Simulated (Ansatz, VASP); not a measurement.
**Two plane-wave programs on CuO**

Contents of POSCAR:

```
CuO
1.0
    3.2880244300      0.0000000000      0.0000000000
   -1.6440122100      2.8475126800      0.0000000000
    0.0000000000      0.0000000000      5.3850248600
Cu O
2 2
Direct
    0.6666666667      0.3333333333      0.0000000000
    0.3333333333      0.6666666667      0.5000000000
    0.6666666667      0.3333333333      0.6252000000
    0.3333333333      0.6666666667      0.1252000000
```

Contents of INCAR.step1:

```
PREC     = Accurate       # precision mode
ENCUT    = 520            # plane-wave cutoff, eV
ISMEAR   = -1             # smearing method
SIGMA    = 0.05           # smearing width, eV
LREAL    = False          # projectors in reciprocal space
LASPH    = True           # aspherical terms in the spheres
NELM     = 150            # most SCF steps
LMAXMIX  = 4              # l up to which the mixer works
LDAU     = True           # DFT+U
LDAUTYPE = 2            
LDAUL    = 2 -1           # shell
LDAUU    = 4.5 0          # U, eV
LDAUJ    = 0 0          
NBANDS   = 25             # bands
GGA      = PE             # functional
ALGO     = Normal         # electronic algorithm
EDIFF    = 1E-4           # SCF threshold, eV
LWAVE    = True           # write WAVECAR
LCHARG   = False          # write CHGCAR
```

The input INCAR.step2:

```
PREC     = Accurate       # precision mode
ENCUT    = 520            # plane-wave cutoff, eV
EDIFF    = 1E-6           # SCF threshold, eV
ISMEAR   = -1             # smearing method
SIGMA    = 0.05           # smearing width, eV
LREAL    = False          # projectors in reciprocal space
LASPH    = True           # aspherical terms in the spheres
NELM     = 150            # most SCF steps
ALGO     = Normal         # electronic algorithm
ISIF     = 2              # what is computed and relaxed
LWAVE    = False          # write WAVECAR
LCHARG   = True           # write CHGCAR
LMAXMIX  = 4              # l up to which the mixer works
LDAU     = True           # DFT+U
LDAUTYPE = 2            
LDAUL    = 2 -1           # shell
LDAUU    = 4.5 0          # U, eV
LDAUJ    = 0 0          
LDAUPRINT= 1            
METAGGA  = R2SCAN         # meta-GGA
LMIXTAU  = True         
LELF     = True           # ELF
LVHAR    = True         
NBANDS   = 25             # bands
ISTART   = 1
```

The input KPOINTS:

```
Automatic mesh
0
Gamma
  9 9 5
```

Contents of input.yaml:

```yaml
crystal:
  lattice:
    - [3.28802443, 0.0, 0.0]
    - [-1.64401221, 2.84751268, 0.0]
    - [0.0, 0.0, 5.38502486]
  atoms:
    - { symbol: Cu, position: [0.6666666667, 0.3333333333, 0.0] }
    - { symbol: Cu, position: [0.3333333333, 0.6666666667, 0.5] }
    - { symbol: O, position: [0.6666666667, 0.3333333333, 0.6252] }
    - { symbol: O, position: [0.3333333333, 0.6666666667, 0.1252] }
hamiltonian:
  xc: r2scan
  pseudopotentials: { kind: paw }
  hubbard: { sites: [{ species: Cu, l: d, u_eff: 4.5 }] }
kpoints:
  mp_grid: { grid: [9, 9, 5] }
  band_path:
    path:
      - [[0.0, 0.0, 0.0], [0.5, 0.0, 0.0], [0.3333333333, 0.3333333333, 0.0], [0.0, 0.0, 0.0], [0.0, 0.0, 0.5], [0.5, 0.0, 0.5], [0.3333333333, 0.3333333333, 0.5], [0.0, 0.0, 0.5]]
      - [[0.5, 0.0, 0.5], [0.5, 0.0, 0.0]]
      - [[0.3333333333, 0.3333333333, 0.0], [0.3333333333, 0.3333333333, 0.5]]
    npoints: 14
scf:
  occupations: { method: fermi_dirac, width: 0.05 }
  n_extra_bands: 10
output:
  forces: true
  stress: true
  eigenvalues: true
  fatbands: false
```

Alike in both runs: functional r2SCAN; k mesh 9 × 9 × 5; occupations fermi-dirac, width 0.05 eV; no spin polarisation; Hubbard terms Cu d U = 4.5 eV.

```csv
,VASP,Ansatz
version,VASP 6.6.1,Ansatz 0.2.0
potentials or method,"VASP PAW PBE potentials, release 64 (Cu, O)",Ansatz PAW
plane-wave cutoff (eV),520,500
valence electrons in the cell,34,50
task,single point,band structure
```

Ansatz gave:

* gap on the k mesh at the Fermi level (eV): none
* pressure (GPa): -12.2
* traceless stress, the component that is largest in VASP (GPa): 1.35
* rms of the force components (eV/Å): 0.031

What did VASP give for the same quantities?

gap on the k mesh at the Fermi level (eV): none; pressure (GPa): -15.2; traceless stress, the component that is largest in VASP (GPa): 1.33; rms of the force components (eV/Å): 0.011.

VASP's potentials were made for PBE, not for r2SCAN. The programs project onto different local orbitals, so the same U acts differently, and such runs can settle in different states. Atom by atom the forces differ by 0.020 eV/Å (rms over components). A gap of «none» marks a metal or a gap that the smearing closes. VASP's potentials hold 34 valence electrons a cell and Ansatz's 50, so a difference there can come from the potentials and not from the codes.
